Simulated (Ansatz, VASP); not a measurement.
This is a calculation of FeNi2 for VASP 6.6.1.

File INCAR:

```
SYSTEM = FeNi2
  ALGO = Normal
  EDIFF = 1E-6
  ENCUT = 520
  GGA = PE
  ISIF = 2
  ISMEAR = -1
  ISPIN = 2
  LASPH = .TRUE.
  LCHARG = .FALSE.
  LMAXMIX = 4
  LORBIT = 11
  LREAL = .FALSE.
  LWAVE = .FALSE.
  MAGMOM = 1 1 1 1 3 3
  NBANDS = 41
  NELM = 150
  PREC = Accurate
  SIGMA = 0.05
```

File KPOINTS:

```
k-points
0
G
  7 7 7
  0 0 0
```

File POSCAR:

```
FeNi2
1.0
    0.0000000000      3.2967688970      3.2967688970
    3.2967688970      0.0000000000      3.2967688970
    3.2967688970      3.2967688970      0.0000000000
Ni Fe
4 2
Direct
    0.6250000000      0.6250000000      0.6250000000
    0.1250000000      0.6250000000      0.6250000000
    0.6250000000      0.1250000000      0.6250000000
    0.6250000000      0.6250000000      0.1250000000
    0.0000000000      0.0000000000      0.0000000000
    0.2500000000      0.2500000000      0.2500000000
```

Potentials or basis: VASP PAW PBE potentials, release 64 (Ni, Fe).

Command:

```sh
$ cat potpaw_PBE.64/Ni/POTCAR potpaw_PBE.64/Fe/POTCAR > POTCAR
$ mpirun -np 1 vasp_std > vasp.out
```

Task: Translate it to Ansatz 0.2.0. Potentials there: Ansatz PAW.

Result: As run (the cutoff follows the program's own potentials):

input.yaml

```yaml
crystal:
  lattice:
    - [0.0, 3.296768897, 3.296768897]
    - [3.296768897, 0.0, 3.296768897]
    - [3.296768897, 3.296768897, 0.0]
  atoms:
    - { symbol: Ni, position: [0.625, 0.625, 0.625], spin: 1.0 }
    - { symbol: Ni, position: [0.125, 0.625, 0.625], spin: 1.0 }
    - { symbol: Ni, position: [0.625, 0.125, 0.625], spin: 1.0 }
    - { symbol: Ni, position: [0.625, 0.625, 0.125], spin: 1.0 }
    - { symbol: Fe, position: [0.0, 0.0, 0.0], spin: 3.0 }
    - { symbol: Fe, position: [0.25, 0.25, 0.25], spin: 3.0 }
hamiltonian:
  xc: pbe
  pseudopotentials: { kind: paw }
magnetization:
  spin_polarized: true
kpoints:
  mp_grid: { grid: [7, 7, 7] }
scf:
  occupations: { method: fermi_dirac, width: 0.05 }
output:
  forces: true
  stress: true
  eigenvalues: true
```

Potentials or basis: Ansatz PAW.

Run with:

```bash
$ ansatz run input.yaml --threads 2 --pin off --max-ram 5120MiB --backend cpu --events-out ev --progress --plain --runs-dir out
```

Both were run:

|  | VASP | Ansatz | Ansatz less VASP |
| --- | --- | --- | --- |
| gap on the k mesh at the Fermi level (eV) | none | none | - |
| pressure (GPa) | -3.5 | -3.4 | +0.03 |
| net moment per atom (μB) | 1.32 | 1.33 | +0.006 |
| size of the moment on the site where the two differ most (μB) | 0.53 | 0.60 | +0.066 |

Site moments also hang on the region over which each program counts them. A gap of «none» marks a metal or a gap that the smearing closes. With one functional, cell and mesh, what is left measures potentials, basis and numerics. VASP's potentials hold 56 valence electrons a cell and Ansatz's 104, so a difference there can come from the potentials and not from the codes.
